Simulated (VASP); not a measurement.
A run of VASP 6.6.1 is set up as follows.

File INCAR:

```
SYSTEM = Bi2Cl
ALGO = Fast
EDIFF = 1E-6
ENCUT = 520
GGA = PE
ISIF = 2
ISMEAR = 0
LASPH = .TRUE.
LCHARG = .FALSE.
LREAL = .FALSE.
LWAVE = .FALSE.
NBANDS = 26
NELM = 60
PREC = Accurate
SIGMA = 0.1
```

KPOINTS

```
k-points
0
G
  6 6 6
  0 0 0
```

Contents of POSCAR:

```
Bi2Cl
1.0
   -2.0482639515      2.0482639515      5.0246475061
    2.0482639515     -2.0482639515      5.0246475061
    2.0482639515      2.0482639515     -5.0246475061
Bi Cl
2 1
Direct
    0.6650000000      0.6650000000      0.0000000000
    0.3350000000      0.3350000000      0.0000000000
    0.0000000000      0.0000000000      0.0000000000
```

Potentials or basis: VASP PAW PBE potentials, release 64 (Bi_d, Cl).

The run is started by

```sh
$ cat potpaw_PBE.64/Bi_d/POTCAR potpaw_PBE.64/Cl/POTCAR > POTCAR
$ mpirun -np 1 vasp_std > vasp.out
```

Task: Predict the pressure.

Result: 1.4 GPa.

Task: Estimate the band gap on the k mesh.

Result: Zero (an odd number of electrons rules out a gap without spin polarisation).

Task: Predict the largest force.

Result: 0.731 eV/Å.

Forces on the atoms (eV/Å):
```
Bi   0.000  0.000  0.731
Bi   0.000  0.000 -0.731
Cl   0.000  0.000  0.000
```

Caveat: spin-orbit coupling is left out, which moves the levels of the heavy elements.
